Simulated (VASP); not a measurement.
# HfO2: single point with HSE06

Crystal: HfO2.

```xyz
3
Lattice="0.0330 2.5622 2.5622 2.5622 0.0330 2.5622 2.5622 2.5622 0.0330" Properties=species:S:1:pos:R:3 pbc="T T T"
Hf    0.0000    0.0000    0.0000
O     1.2854    1.2854    1.2854
O     3.8721    3.8721    3.8721
```

This cell differs from its parent crystal: strain along [111] +2.0%.

| Item | Value |
| --- | --- |
| Program | VASP 6.6.1 |
| Task | single point |
| Functional | HSE06 |
| Potentials or basis | VASP PAW PBE potentials, release 64 (Hf_pv, O) |
| Cutoff | 520 eV |
| k mesh | 6 × 6 × 6 |
| Occupations | gaussian, width 0.01 eV |
| Spin | no spin polarisation |

```
Pressure               : -10.0 GPa
Largest force          : 0.021 eV/Å
Band gap on the k mesh : 5.31 eV
```

Forces on the atoms (eV/Å):
```
Hf   0.000  0.000  0.000
O    0.012  0.012  0.012
O   -0.012 -0.012 -0.012
```

Stress tensor (GPa, compression positive):
```
-10.01  -0.86  -0.86
 -0.86 -10.01  -0.86
 -0.86  -0.86 -10.01
```

Levels at points of the mesh, in eV from the valence-band top:
```csv
k point,band 8,band 9,band 10,band 11,band 12,band 13,band 14,band 15
"(0.00, 0.00, 0.00)",-5.68,-0.68,-0.68,-0.63,5.43,5.43,7.30,12.11
"(0.50, 0.00, 0.00)",-3.30,-2.92,-2.05,-1.95,6.13,6.29,8.60,10.66
"(0.50, 0.50, 0.00)",-3.71,-1.70,-1.55,0.00,5.31,7.19,8.15,9.69
"(0.50, 0.50, 0.50)",-3.24,-2.93,-2.00,-2.00,6.15,6.15,8.34,10.63
```

Run time: 32 min on 4 MPI ranks on Intel(R) Xeon(R) Platinum 8375C CPU @ 2.90GHz (Ice Lake) (shared host), peak memory 0.27 GiB a rank.

Caveat: the cell differs from its parent crystal (strain along [111] +2.0%); the cell stands under tension; the PAW data sets were made with another functional, which shifts forces and pressure a little; spin-orbit coupling is left out, which moves the levels of the heavy elements. A k mesh can miss the band edges.
